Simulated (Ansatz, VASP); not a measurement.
## Pb in VASP and in Ansatz

The input POSCAR:

```
Pb
1.0
    3.5934889096      0.0000000000      0.0000000000
   -1.7967444549      3.1120526840      0.0000000000
    0.0000000000      0.0000000000     11.7206959463
Pb
4
Direct
    0.6666666667      0.3333333333      0.7500000000
    0.0000000000      0.0000000000      0.5000000000
    0.3333333333      0.6666666667      0.2500000000
    0.0000000000      0.0000000000      0.0000000000
```

File INCAR.step1:

```
SYSTEM = Pb
PREC = Accurate
ENCUT = 520
ISMEAR = -1
SIGMA = 0.05
LREAL = .FALSE.
LASPH = .TRUE.
NELM = 100
NBANDS = 36
GGA = PE
ALGO = Normal
EDIFF = 1E-4
LWAVE = .TRUE.
LCHARG = .FALSE.
```

File INCAR.step2:

```
SYSTEM = Pb
PREC = Accurate
ENCUT = 520
EDIFF = 1E-6
ISMEAR = -1
SIGMA = 0.05
LREAL = .FALSE.
LASPH = .TRUE.
NELM = 100
ALGO = Normal
ISIF = 2
LWAVE = .FALSE.
LCHARG = .TRUE.
METAGGA = R2SCAN
LMIXTAU = .TRUE.
LELF = .TRUE.
LVHAR = .TRUE.
NBANDS = 36
ISTART = 1
```

KPOINTS

```
regular mesh
0
G
  9 9 3
  0 0 0
```

The input input.yaml:

```yaml
crystal:
  lattice:
    - [3.5934889096, 0.0, 0.0]
    - [-1.7967444549, 3.112052684, 0.0]
    - [0.0, 0.0, 11.7206959463]
  atoms:
    - { symbol: Pb, position: [0.6666666667, 0.3333333333, 0.75] }
    - { symbol: Pb, position: [0.0, 0.0, 0.5] }
    - { symbol: Pb, position: [0.3333333333, 0.6666666667, 0.25] }
    - { symbol: Pb, position: [0.0, 0.0, 0.0] }
hamiltonian:
  xc: r2scan
  pseudopotentials: { kind: paw }
kpoints:
  mp_grid: { grid: [9, 9, 3] }
scf:
  occupations: { method: fermi_dirac, width: 0.05 }
output:
  forces: true
  stress: true
  eigenvalues: true
  write_density: true
  write_potential: true
  elf: true
  volumetric_format: npy
```

Alike in both runs: task single point; functional r2SCAN; k mesh 9 × 9 × 3; occupations fermi-dirac, width 0.05 eV; no spin polarisation.

|  | VASP | Ansatz |
| --- | --- | --- |
| version | VASP 6.6.1 | Ansatz 0.2.0 |
| potentials or method | VASP PAW PBE potentials, release 64 (Pb_d) | Ansatz PAW |
| plane-wave cutoff (eV) | 520 | 500 |
| valence electrons in the cell | 56 | 56 |

```csv
,VASP,Ansatz,Ansatz less VASP
gap on the k mesh at the Fermi level (eV),none,none,-
pressure (GPa),-2.2,-2.2,+0.02
"traceless stress, the component that is largest in VASP (GPa)",0.26,0.26,+0.004
```

VASP's potentials were made for PBE, not for r2SCAN. A gap of «none» marks a metal or a gap that the smearing closes. The functional is the same, so the differences come from potentials, cutoffs and numerics.

Neither program's run includes spin-orbit coupling.
